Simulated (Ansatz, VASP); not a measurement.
Two plane-wave programs on Nb

The input POSCAR:

```
Nb
1.0
    0.0000000000      2.1678750000      2.2207500000
    2.1678750000      0.0000000000      2.2207500000
    2.1678750000      2.1678750000      0.0000000000
Nb
1
Direct
    0.0000000000      0.0000000000      0.0000000000
```

INCAR.step1

```
PREC = Accurate
ENCUT = 520
ISMEAR = 0
SIGMA = 0.15
LREAL = False
LASPH = True
NELM = 80
NBANDS = 12
GGA = PE
ALGO = Normal
EDIFF = 1E-4
LWAVE = True
LCHARG = False
```

INCAR.step2

```
PREC = Accurate
ENCUT = 520
EDIFF = 1E-6
ISMEAR = 0
SIGMA = 0.15
LREAL = False
LASPH = True
NELM = 80
ALGO = Normal
ISIF = 2
LWAVE = False
LCHARG = False
METAGGA = R2SCAN
LMIXTAU = True
NBANDS = 12
ISTART = 1
```

The input KPOINTS:

```
Automatic mesh
0
Gamma
  20 20 20
```

Input for Ansatz:

```yaml
crystal:
  lattice:
    - [0.0, 2.167875, 2.22075]
    - [2.167875, 0.0, 2.22075]
    - [2.167875, 2.167875, 0.0]
  atoms:
    - { symbol: Nb, position: [0.0, 0.0, 0.0] }
basis:
  ecutwfc: 500
kpoints:
  mp_grid: { grid: [20, 20, 20] }
hamiltonian:
  xc: r2scan
scf:
  occupations: { method: gaussian, width: 0.15 }
output:
  forces: true
  stress: true
  eigenvalues: true
```

Change from the starting cell: strain +0.025 along x and y, +0.050 along z, atoms carried along.

Alike in both runs: task single point; functional r2SCAN; k mesh 20 × 20 × 20; occupations gaussian, width 0.15 eV; no spin polarisation.

```csv
,VASP,Ansatz
version,VASP 6.6.1,Ansatz 0.2.0
potentials or method,"VASP PAW PBE potentials, release 64 (Nb_sv), cutoff 520 eV","scalar-relativistic, plane waves, PAW"
valence electrons in the cell,13,13
```

|  | VASP | Ansatz | Ansatz less VASP |
| --- | --- | --- | --- |
| gap on the k mesh at the Fermi level (eV) | none | none | - |
| pressure (GPa) | -15.4 | -15.3 | +0.11 |
| traceless stress, the component that is largest in VASP (GPa) | 2.76 | 2.78 | +0.021 |

VASP's potentials were made for PBE, not for r2SCAN. A gap of «none» marks a metal or a gap that the smearing closes.
